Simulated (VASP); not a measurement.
Input of a VASP 6.6.1 run:

The input INCAR:

```
SYSTEM = Ta9N8
ALGO     = Normal         ! electronic algorithm
EDIFF    = 1E-6           ! SCF threshold, eV
ENCUT    = 520            ! plane-wave cutoff, eV
GGA      = PE             ! functional
ISIF     = 2              ! what is computed and relaxed
ISMEAR   = 0              ! smearing method
LASPH    = .True.         ! aspherical terms in the spheres
LCHARG   = .False.        ! write CHGCAR
LREAL    = Auto         
LWAVE    = .False.        ! write WAVECAR
NBANDS   = 84             ! bands
NELM     = 80             ! most SCF steps
PREC     = Accurate       ! precision mode
SIGMA    = 0.1            ! smearing width, eV
```

KPOINTS

```
Automatic mesh
0
Gamma
  4 5 5
  0.5 0 0
```

The input POSCAR:

```
Ta9N8
1.0
    0.0000000000      0.0000000000      5.7955432028
   -2.9501846797     -5.1098697569      0.0000000000
    5.9003693593      0.0000000000      0.0000000000
Ta N
9 8
Direct
    0.2551819473      0.1666361454      0.8330096142
    0.7448207785      0.1667952493      0.8330157808
    0.2506710673      0.1667412362      0.3337010483
    0.7491606650      0.1666664789      0.3336507891
    0.2767183237      0.6687477690      0.7999799903
    0.7233101115      0.6687976725      0.7998324104
    0.2725171644      0.6634468511      0.3601563913
    0.7273219873      0.6634879481      0.3600737259
   -0.0000695362      0.7366731794      0.1146814524
    0.0000093175      0.0260251252      0.5232079108
    0.4999752221     -0.0007272201      0.4947223451
    0.0000282976     -0.0062377324     -0.0247263270
    0.4999462343      0.0093845836      0.0011982733
   -0.0000093175      0.4956635140      0.5034182988
    0.4999622811      0.4543910335      0.4738127896
    0.0000954181      0.3994593007      0.0384819484
    0.5000173234      0.4913542066     -0.0065996457
```

Potentials or basis: VASP PAW PBE potentials, release 64 (Ta_pv, N).

Command:

```bash
$ cat potpaw_PBE.64/Ta_pv/POTCAR potpaw_PBE.64/N/POTCAR > POTCAR
$ mpirun -np 1 vasp_std > vasp.out
```

Q: What does it give for the pressure?

A: 57.4 GPa.

Q: What does it give for the largest force?

A: 0.190 eV/Å.

Q: Estimate the band gap on the k mesh.

A: Zero (an odd number of electrons rules out a gap without spin polarisation).

Forces on the atoms (eV/Å):
```
Ta  -0.022  0.023  0.051
Ta  -0.012  0.033 -0.047
Ta  -0.004  0.007  0.012
Ta  -0.009 -0.005  0.000
Ta  -0.017  0.026  0.039
Ta  -0.011  0.025 -0.046
Ta   0.031  0.008  0.055
Ta   0.042  0.011 -0.055
Ta  -0.076 -0.175  0.005
N    0.032 -0.029 -0.003
N    0.003  0.004 -0.003
N   -0.046 -0.037 -0.004
N    0.008 -0.009  0.005
N   -0.009  0.006 -0.001
N    0.011 -0.006 -0.001
N    0.077  0.126 -0.002
N    0.001 -0.007 -0.005
```

Caveat: spin-orbit coupling is left out, which moves the levels of the heavy elements.
